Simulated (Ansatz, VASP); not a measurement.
SnO2 in VASP and in Ansatz

```
Sn O
1.0
     4.66653    0.00000    0.00000
     0.00000    4.66710    0.00000
     0.00000    0.00000    3.15273
Sn O
2 4
Cartesian
  2.3333 2.3336 1.5764
  0.0000 0.0000 0.0000
  1.4279 1.4895 0.0000
  3.7611 0.8440 1.5764
  0.9054 3.8231 1.5764
  3.2387 3.1776 0.0000
```

Alike in both runs: task single point; functional LDA; k mesh 6 × 6 × 8; occupations gaussian, width 0.05 eV; no spin polarisation.

|  | VASP | Ansatz |
| --- | --- | --- |
| version | VASP 6.6.1 | Ansatz 0.2.0 |
| potentials or method | VASP PAW LDA potentials, release 64 (Sn_d, O), cutoff 520 eV | scalar-relativistic, plane waves, PAW |
| valence electrons in the cell | 52 | 52 |

|  | VASP | Ansatz | Ansatz less VASP |
| --- | --- | --- | --- |
| gap on the k mesh at the Fermi level (eV) | 1.76 | 1.72 | -0.033 |
| least direct gap on the mesh (eV) | 1.76 | 1.72 | -0.033 |
| pressure (GPa) | 11.6 | 10.4 | -1.25 |
| traceless stress, the component that is largest in VASP (GPa) | 4.46 | 3.92 | -0.547 |
| rms of the force components (eV/Å) | 0.622 | 0.601 | -0.0212 |

LDA's correlation is that of Perdew and Zunger in VASP and of Perdew and Wang (1992) in Ansatz. Atom by atom the forces differ by 0.021 eV/Å (rms over components).
